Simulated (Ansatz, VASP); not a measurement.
## Tl: VASP beside Ansatz

Contents of INCAR:

```
PREC = Accurate
ENCUT = 520
EDIFF = 1E-7
ISMEAR = -1
SIGMA = 0.1
LREAL = False
LASPH = True
NELM = 80
ALGO = Normal
ISIF = 2
LWAVE = False
LCHARG = False
GGA = PE
NBANDS = 12
```

Contents of KPOINTS:

```
regular mesh
0
Gamma
  12 12 12
```

File POSCAR:

```
Tl
1.0
    0.0000000000      2.5652173482      2.5652173482
    2.5652173482      0.0000000000      2.5652173482
    2.5652173482      2.5652173482      0.0000000000
Tl
1
Direct
    0.0000000000      0.0000000000      0.0000000000
```

Input for Ansatz:

```yaml
crystal:
  lattice:
    - [0.0, 2.5652173482, 2.5652173482]
    - [2.5652173482, 0.0, 2.5652173482]
    - [2.5652173482, 2.5652173482, 0.0]
  atoms:
    - { symbol: Tl, position: [0.0, 0.0, 0.0] }
hamiltonian:
  xc: pbe
  pseudopotentials:
    kind: paw
    azcp:
      Tl: "pseudopotentials/Tl.paw.azcp"
basis:
  ecutwfc: 420
  fft_grid_basis: typed
kpoints:
  mp_grid: { grid: [12, 12, 12], shift: [0, 0, 0] }
magnetization:
  spin_polarized: false
scf:
  occupations: { method: fermi_dirac, width: 0.1 }
  lower_state_search: "off"
output:
  stress: true
```

Alike in both runs: task single point; functional PBE; k mesh 12 × 12 × 12; occupations fermi-dirac, width 0.1 eV; no spin polarisation.

|  | VASP | Ansatz |
| --- | --- | --- |
| version | VASP 6.6.1 | Ansatz 0.2.0 |
| potentials or method | VASP PAW PBE potentials, release 64 (Tl_d), cutoff 520 eV | plane waves (420 eV) with PAW, scalar-relativistic |
| valence electrons in the cell | 13 | 13 |

|  | VASP | Ansatz | Ansatz less VASP |
| --- | --- | --- | --- |
| pressure (GPa) | -1.7 | -1.7 | +0.05 |

With one functional, cell and mesh, what is left measures potentials, basis and numerics.

Spin-orbit coupling is off throughout.
